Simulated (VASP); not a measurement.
Wanted: the native input for a VASP 6.6.1 run.

| Property | Result |
| --- | --- |
| Task | single point |
| Functional | PBE |
| Potentials or basis | VASP PAW PBE potentials, release 64 (Sr_sv, Al, O) |
| Cutoff | 520 eV |
| k mesh | 6 × 6 × 1 |
| Occupations | gaussian, width 0.1 eV |
| Spin | no spin polarisation |
| Dipole correction | no |
| Further INCAR settings | ALGO = Normal; EDIFF = 1e-06; NBANDS = 48 |

The structure of Sr4AlO5 lies in POSCAR:

```
Sr4AlO5
1.0
    3.5349284900      0.0000000000      0.0000000000
   -1.7674642400      3.0613378700      0.0000000000
    0.0000000000      0.0000000000     15.9134683000
Sr Al O
4 1 5
Direct
    0.6666666700      0.3333333300      0.1062209200
    0.3333333300      0.6666666700      0.4688954100
    0.0000000000      0.0000000000      0.6813372400
    0.3333333300      0.6666666700      0.8937790800
    0.3333333300      0.6666666700      0.3282556800
    0.0000000000      0.0000000000      0.0000000000
    0.3333333300      0.6666666700      0.2124418400
    0.0000000000      0.0000000000      0.3626744900
    0.6666666700      0.3333333300      0.5751163300
    0.6666666700      0.3333333300      0.7875581600
```

One way to write it, as run:

INCAR

```
PREC = Accurate ; ENCUT = 520
EDIFF = 1E-6 ; ISMEAR = 0
SIGMA = 0.1 ; LREAL = False
LASPH = True ; NELM = 80
ALGO = Normal ; ISIF = 2
LWAVE = False ; LCHARG = False
GGA = PE ; NBANDS = 48
```

KPOINTS

```
regular mesh
0
Gamma
  6 6 1
```

Potentials or basis: VASP PAW PBE potentials, release 64 (Sr_sv, Al, O).

Command:

```console
$ cat potpaw_PBE.64/Sr_sv/POTCAR potpaw_PBE.64/Al/POTCAR potpaw_PBE.64/O/POTCAR > POTCAR
$ mpirun -np 1 vasp_std > vasp.out
```

Results of the run:

| Property | Result |
| --- | --- |
| Pressure | -1.7 GPa |
| Largest force | 10.008 eV/Å |
| Band gap on the k mesh | zero (an odd number of electrons rules out a gap without spin polarisation) |

Caveat: the k points lie up to 0.39 Å⁻¹ apart, too coarse for converged energies and pressures of a metal; an odd number of electrons without spin polarisation forces a metal; a magnetic or distorted state may lie lower.

It took 58 s on 1 thread of Intel(R) Xeon(R) Platinum 8488C (Sapphire Rapids) (shared host), peak memory 0.31 GiB.
